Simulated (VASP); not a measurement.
# Hg2O in VASP: a series of runs

Runs on Hg2O. Level: PBE. Tasks: single point.

Everything below comes from runs of VASP 6.6.1. Logs are shortened: lines on timing, memory, paths and dates and some standing lists are left out, and cuts for length are marked.

**1. The cell of the first run**

The structure is orthorhombic, space group Pmmm (No. 47). The conventional cell has a = 3.054 Å, b = 3.164 Å, c = 5.654 Å, α = 90.00°, β = 90.00°, γ = 90.00°. Hg (site symmetry mm2) has 4 O at 2.65 Å and 6 Hg at 2.71 to 3.16 Å within 3.5 Å. Within 3.5 Å of O (site symmetry mmm) lie 8 Hg at 2.65 Å and 4 O at 3.05 to 3.16 Å.

**2. Single point, PBE**

File INCAR:

```
ALGO = Normal
EDIFF = 1E-6
ENCUT = 600
GGA = PE
GGA_COMPAT = False
ISIF = 2
ISMEAR = 0
LASPH = True
LCHARG = False
LREAL = False
LWAVE = False
NBANDS = 22
NELM = 120
PREC = Accurate
SIGMA = 0.15
```

File KPOINTS:

```
k-points
0
Gamma
  5 3 3
```

File POSCAR:

```
Hg2O
1.0
    3.1643311103      0.0000000000      0.0000000000
    0.0000000000      5.6544106330      0.0000000000
    0.0000000000      0.0000000000      3.0541705673
Hg O
2 1
Direct
    0.0000000000      0.7392466956      0.5000000000
    0.0000000000      0.2607533044      0.5000000000
    0.5000000000      0.0000000000      0.0000000000
```

Potentials or basis: VASP PAW PBE potentials, release 64 (Hg, O).

Launch:

```
$ cat potpaw_PBE.64/Hg/POTCAR potpaw_PBE.64/O/POTCAR > POTCAR
$ mpirun -np 1 vasp_std > vasp.out
```

OUTCAR:

```text
EDIFF = 1E-6
   ENCUT = 600
   GGA = PE
   ISIF = 2
   ISMEAR = 0
   LASPH = True
   LREAL = False
   NELM = 120
   PREC = Accurate

 ion  position               nearest neighbor table
   1  0.000  0.739  0.500-   3 2.65   3 2.65   3 2.65   3 2.65   2 2.71   2 2.95
   2  0.000  0.261  0.500-   3 2.65   3 2.65   3 2.65   3 2.65   1 2.71   1 2.95
   3  0.500  0.000  0.000-   1 2.65   2 2.65   1 2.65   2 2.65   1 2.65   2 2.65   1 2.65   2 2.65

  LATTYP: Found a simple orthorhombic cell.
 ALAT       =     3.0541705673
 B/A-ratio  =     1.0360688903
 C/A-ratio  =     1.8513735590

  Lattice vectors:

 A1 = (   0.0000000000,   0.0000000000,   3.0541705673)
 A2 = (   3.1643311103,   0.0000000000,   0.0000000000)
 A3 = (   0.0000000000,   5.6544106330,   0.0000000000)

Analysis of symmetry for initial positions (statically):
=====================================================================
 Subroutine PRICEL returns:
 Original cell was already a primitive cell.

 Routine SETGRP: Setting up the symmetry group for a
 simple orthorhombic supercell.

 Subroutine GETGRP returns: Found  8 space group operations
 (whereof  8 operations were pure point group operations)
 out of a pool of  8 trial point group operations.

The static configuration has the point symmetry D_2h.

Analysis of symmetry for dynamics (positions and initial velocities):
=====================================================================
 Subroutine PRICEL returns:
 Original cell was already a primitive cell.

 Routine SETGRP: Setting up the symmetry group for a
 simple orthorhombic supercell.

 Subroutine GETGRP returns: Found  8 space group operations
 (whereof  8 operations were pure point group operations)
 out of a pool of  8 trial point group operations.

The dynamic configuration has the point symmetry D_2h.

 Subroutine INISYM returns: Found  8 space group operations
 (whereof  8 operations are pure point group operations),
 and found     1 'primitive' translations

----------------------------------------------------------------------------------------

                                     Primitive cell

  volume of cell :      54.6465

  direct lattice vectors                    reciprocal lattice vectors
     3.164331110  0.000000000  0.000000000     0.316022554  0.000000000  0.000000000
     0.000000000  5.654410633  0.000000000     0.000000000  0.176853091  0.000000000
     0.000000000  0.000000000  3.054170567     0.000000000  0.000000000  0.327421137

  length of vectors
     3.164331110  5.654410633  3.054170567     0.316022554  0.176853091  0.327421137

  position of ions in fractional coordinates (direct lattice)
     0.000000000  0.739246696  0.500000000
     0.000000000  0.260753304  0.500000000
     0.500000000  0.000000000  0.000000000

  ion indices of the primitive-cell ions
   primitive index   ion index
                 1           1
                 2           2
                 3           3

----------------------------------------------------------------------------------------

 KPOINTS: k-points

Automatic generation of k-mesh.
 Grid dimensions read from file:
 generate k-points for:    5    3    3

 Generating k-lattice:

  Cartesian coordinates                     Fractional coordinates (reciprocal lattice)
     0.063204511  0.000000000  0.000000000     0.200000000  0.000000000  0.000000000
     0.000000000  0.058951030  0.000000000     0.000000000  0.333333333  0.000000000
     0.000000000  0.000000000  0.109140379     0.000000000  0.000000000  0.333333333

  Length of vectors
     0.063204511  0.058951030  0.109140379

  Shift w.r.t. Gamma in fractional coordinates (k-lattice)
     0.000000000  0.000000000  0.000000000

 Subroutine IBZKPT returns following result:
 ===========================================

 Found     12 irreducible k-points:

 Following reciprocal coordinates:
            Coordinates               Weight
  0.000000  0.000000  0.000000      1.000000
  0.200000  0.000000  0.000000      2.000000
  0.400000  0.000000  0.000000      2.000000
  0.000000  0.333333  0.000000      2.000000
  0.200000  0.333333  0.000000      4.000000
  0.400000  0.333333  0.000000      4.000000
  0.000000  0.000000  0.333333      2.000000
  0.200000  0.000000  0.333333      4.000000
  0.400000  0.000000  0.333333      4.000000
  0.000000  0.333333  0.333333      4.000000
  0.200000  0.333333  0.333333      8.000000
  0.400000  0.333333  0.333333      8.000000
   k-points           NKPTS =     12   k-points in BZ     NKDIM =     12   number of bands    NBANDS=     22
   number of dos      NEDOS =    301   number of ions     NIONS =      3
   total plane-waves  NPLWV =  32256
   dimension x,y,z NGX =    28 NGY =   48 NGZ =   24
   dimension x,y,z NGXF=    56 NGYF=   96 NGZF=   48
   ions per type =               2   1
   NGX,Y,Z   is equivalent  to a cutoff of  14.71, 14.11, 13.06 a.u.
   NGXF,Y,Z  is equivalent  to a cutoff of  29.42, 28.23, 26.13 a.u.
 SYSTEM =  unknown system
   PREC   = accura    normal or accurate (medium, high low for compatibility)
   ISTART =      0    job   : 0-new  1-cont  2-samecut
   ICHARG =      2    charge: 1-file 2-atom 10-const
   ISPIN  =      1    spin polarized calculation?
   LNONCOLLINEAR =      F non collinear calculations
   LSORBIT =      F    spin-orbit coupling
   LASPH  =      T    aspherical Exc in radial PAW
   ENCUT  =  600.0 eV  44.10 Ry    6.64 a.u.   6.32 11.29  6.10*2*pi/ulx,y,z
   NELM   =    120;   NELMIN=  2; NELMDL= -5     # of ELM steps
   EDIFF  = 0.1E-05   stopping-criterion for ELM
   LREAL  =      F    real-space projection
   EDIFFG = 0.1E-04   stopping-criterion for IOM
   NSW    =      0    number of steps for IOM
   IBRION =     -1    ionic relax: 0-MD 1-quasi-New 2-CG
   NFREE  =      0    steps in history (QN), initial steepest desc. (CG)
   ISIF   =      2    stress and relaxation
   ISYM   =      2    0-nonsym 1-usesym 2-fastsym
   POTIM  = 0.5000    time-step for ionic-motion
   TEBEG  =    0.0;   TEEND  =   0.0 temperature during run
   PSTRESS=    0.0 pullay stress
   NELECT =      30.0000    total number of electrons
   NUPDOWN=      -1.0000    fix difference up-down
   EMIN   =  10.00;   EMAX   =-10.00  energy-range for DOS
   EFERMI =   0.00;   METHOD = LEGACY
   ISMEAR =     0;   SIGMA  =   0.15  broadening in eV -4-tet -1-fermi 0-gaus
   EFERMI_NEDOS =   21; number of points for ismear=-14 and -15
   IALGO  =     38    algorithm
   IMIX   =      4    mixing-type and parameters
     AMIX     =   0.40;   BMIX     =  1.00
     AMIX_MAG =   1.60;   BMIX_MAG =  1.00
  volume/ion in A,a.u.               =      18.22       122.92
  Fermi-wavevector in a.u.,A,eV,Ry     =   1.340482  2.533144 24.448209  1.796893
  Thomas-Fermi vector in A             =   2.468792
   LORBIT       =      0    0 simple, 1 ext, 2 COOP (PROOUT), +10 PAW based schemes
   GGA     = PE    functional components
   LHFCALC =     F    Hartree Fock is set to
   AEXX    =    0.0000 exact exchange contribution
   IVDW    =     0    specifies the selected vdW correction
   LEPSILON=     F    determine dielectric tensor
   LRPA    =     F    only Hartree local field effects (RPA)
 non-spin polarized calculation
 Gauss-broadening in eV      SIGMA  =   0.15
  energy-cutoff  :      600.00
  volume of cell :       54.65
 maximum number of plane-waves:      1841
 NGX is ok and might be reduce to    28
   NGX = 13   NGY = 23   NGZ = 13

 number of electron      30.0000002 magnetization

 Free energy of the ion-electron system (eV)
  ---------------------------------------------------
  ext. energy  EPLUGINS =         0.00000000
  ---------------------------------------------------
  free energy    TOTEN  =        -5.14217537 eV

  energy without entropy =       -5.13142986  energy(sigma->0) =       -5.13680261

 E-fermi :   2.1037     XC(G=0): -10.9289

 val. band max:        1.6709354133   @ k =   0.4000   0.3333   0.3333
 cond. band min:       2.1326975920   @ k =   0.4000   0.0000   0.3333
 fundamental gap:      0.4617621788
 Fermi energy:         2.1036776162

 k-point     1 :       0.0000    0.0000    0.0000
  band No.  band energies     occupation
      1     -14.9043      2.00000
      2      -5.8025      2.00000
      3      -5.1633      2.00000
      4      -5.0713      2.00000
      5      -4.7963      2.00000
      6      -4.4705      2.00000
[... 14 lines left out ...]
     21      15.5757      0.00000
     22      16.0470      0.00000

 k-point     2 :       0.2000    0.0000    0.0000
  band No.  band energies     occupation
      1     -14.7786      2.00000
      2      -5.8395      2.00000
      3      -5.2175      2.00000
      4      -4.9162      2.00000
      5      -4.6901      2.00000
      6      -4.2751      2.00000
[... 14 lines left out ...]
     21      15.3413      0.00000
     22      17.3139      0.00000

 k-point     3 :       0.4000    0.0000    0.0000
  band No.  band energies     occupation
      1     -14.5653      2.00000
      2      -5.9599      2.00000
      3      -5.2940      2.00000
      4      -4.8034      2.00000
      5      -4.7439      2.00000
      6      -4.1630      2.00000
[... 14 lines left out ...]
     21      14.7856      0.00000
     22      17.3348      0.00000
[... 176 lines left out ...]
 k-point    11 :       0.2000    0.3333    0.3333
  band No.  band energies     occupation
      1     -14.4820      2.00000
      2      -5.1266      2.00000
      3      -4.7853      2.00000
      4      -4.4881      2.00000
      5      -4.3738      2.00000
      6      -4.2422      2.00000
[... 14 lines left out ...]
     21      12.7502      0.00000
     22      15.3048      0.00000

 k-point    12 :       0.4000    0.3333    0.3333
  band No.  band energies     occupation
      1     -14.3262      2.00000
      2      -5.0436      2.00000
      3      -4.9008      2.00000
      4      -4.8655      2.00000
      5      -4.7375      2.00000
      6      -4.1851      2.00000
[... 14 lines left out ...]
     21      11.8204      0.00000
     22      12.7114      0.00000

------------------------ aborting loop because EDIFF is reached ----------------------------------------

  FORCE on cell =-STRESS in cart. coord.  units (eV):
  Direction    XX          YY          ZZ          XY          YZ          ZX
  --------------------------------------------------------------------------------------
  -------------------------------------------------------------------------------------
  Total        0.1216326      0.3661225      0.2065277      0.0000000      0.0000000      0.0000000
  in kB        3.5661369     10.7343177      6.0551703      0.0000000      0.0000000      0.0000000
  external PRESSURE =       6.7852083 kB  Pullay stress =       0.0000000 kB

 VOLUME and BASIS-vectors are now :
 -----------------------------------------------------------------------------
  energy-cutoff  :      600.00
  volume of cell :       54.65
      direct lattice vectors                 reciprocal lattice vectors
     3.164331110  0.000000000  0.000000000     0.316022554  0.000000000  0.000000000
     0.000000000  5.654410633  0.000000000     0.000000000  0.176853091  0.000000000
     0.000000000  0.000000000  3.054170567     0.000000000  0.000000000  0.327421137

 POSITION                                       TOTAL-FORCE (eV/Angst)
 -----------------------------------------------------------------------------------
      0.00000      4.18000      1.52709         0.000000      0.002131      0.000000
      0.00000      1.47441      1.52709         0.000000     -0.002131      0.000000
      1.58217      0.00000      0.00000         0.000000      0.000000      0.000000
 -----------------------------------------------------------------------------------
    total drift:                               -0.000000      0.000000     -0.000000

  FREE ENERGIE OF THE ION-ELECTRON SYSTEM (eV)
  ---------------------------------------------------
  free  energy   TOTEN  =        -5.1421753652 eV

  energy  without entropy=       -5.1314298624  energy(sigma->0) =       -5.13680261
```

Wall time 8.7 s (1 thread of Intel Xeon 6975P-C (Granite Rapids), shared host); peak memory 0.18 GiB.

What came out:

```
Free energy            : -5.1422 eV
Pressure               : 0.7 GPa
Band gap on the k mesh : zero (band 15 reaches 2.13 eV, above the bottom of band 16 at 1.42 eV)
```

Forces on the atoms (eV/Å):
```
Hg   0.000  0.002  0.000
Hg   0.000 -0.002  0.000
O    0.000  0.000  0.000
```

Caveat: the k points lie up to 0.69 Å⁻¹ apart; spin-orbit coupling is left out, which moves the levels of the heavy elements.

**3. Single point, PBE**

This run uses another cell than the first one, of 18.33 Å³/atom, 1.006 times its volume.

File INCAR:

```
ALGO = Normal
EDIFF = 1E-6
ENCUT = 600
GGA = PE
GGA_COMPAT = F
ISIF = 2
ISMEAR = 0
LASPH = T
LCHARG = F
LREAL = F
LWAVE = F
NBANDS = 22
NELM = 120
PREC = Accurate
SIGMA = 0.15
```

File KPOINTS:

```
k-points
0
Gamma
  5 5 3
```

File POSCAR:

```
Hg2O
1.0
    3.1207152612      0.0000000000      0.0000000000
    0.0000000000      3.1207152612      0.0000000000
    0.0000000000      0.0000000000      5.6463050277
Hg O
2 1
Direct
    0.5000000000      0.5000000000      0.2606060710
    0.5000000000      0.5000000000      0.7393939290
    0.0000000000      0.0000000000      0.0000000000
```

Potentials or basis: VASP PAW PBE potentials, release 64 (Hg, O).

Launch:

```
$ cat potpaw_PBE.64/Hg/POTCAR potpaw_PBE.64/O/POTCAR > POTCAR
$ mpirun -np 1 vasp_std > vasp.out
```

Run time: 11 s. Hardware: 1 thread of Intel Xeon 6975P-C (Granite Rapids), shared host; peak memory 0.18 GiB.

Results (log left out):

- Free energy: -5.0947 eV
- Pressure: 0.5 GPa
- Largest force: 0.028 eV/Å
- Band gap on the k mesh: zero (band 15 reaches 2.29 eV, above the bottom of band 16 at 1.36 eV)

Forces in eV/Å, atoms in the order of the input:
```
Hg   0.000  0.000 -0.028
Hg   0.000  0.000  0.028
O    0.000  0.000  0.000
```

Stress tensor (GPa, compression positive):
```
0.46 0.00 0.00
0.00 0.46 0.00
0.00 0.00 0.63
```

Levels at points of the mesh, in eV from the Fermi level:
| k point | band 11 | band 12 | band 13 | band 14 | band 15 | band 16 | band 17 | band 18 | band 19 | band 20 |
| --- | --- | --- | --- | --- | --- | --- | --- | --- | --- | --- |
| (0.00, 0.00, 0.00) | -5.29 | -5.29 | -2.95 | -1.24 | -1.24 | 1.47 | 1.93 | 10.95 | 10.95 | 13.34 |

Caveat: the k points lie up to 0.40 Å⁻¹ apart; spin-orbit coupling is left out, which moves the levels of the heavy elements.

(Part 1 of 2 ends here.)
